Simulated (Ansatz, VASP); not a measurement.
# F: VASP beside Ansatz

```
F
1.0
     9.00000    0.00000    0.00000
     0.00000    9.50000    0.00000
     0.00000    0.00000   10.00000
F
2
Cartesian
  4.5000 4.7500 4.3011
  4.5000 4.7500 5.6989
```

Alike in both runs: functional PBEsol; k mesh 1 × 1 × 1; occupations gaussian, width 0.05 eV; no spin polarisation.

Ansatz relaxed the structure, and its values are those at the end. VASP's run is a single point on that final structure, the one shown.

```csv
,VASP,Ansatz
version,VASP 6.6.1,Ansatz 0.2.0
potentials or method,"VASP PAW PBE potentials, release 64 (F_h), cutoff 910 eV","plane waves, PAW"
valence electrons in the cell,14,14
```

VASP gave:

```
rms of the force components (eV/Å) : 0.023
```

Question: Which values does Ansatz return?

Answer: rms of the force components (eV/Å): 0.008.

VASP's potentials were made for PBE, not for PBEsol. The functional is the same, so the differences come from potentials, cutoffs and numerics. Ansatz's warnings: stress scf threshold loose.

Noted on VASP's run: the cutoff is short for stress, so the pressure is rough.
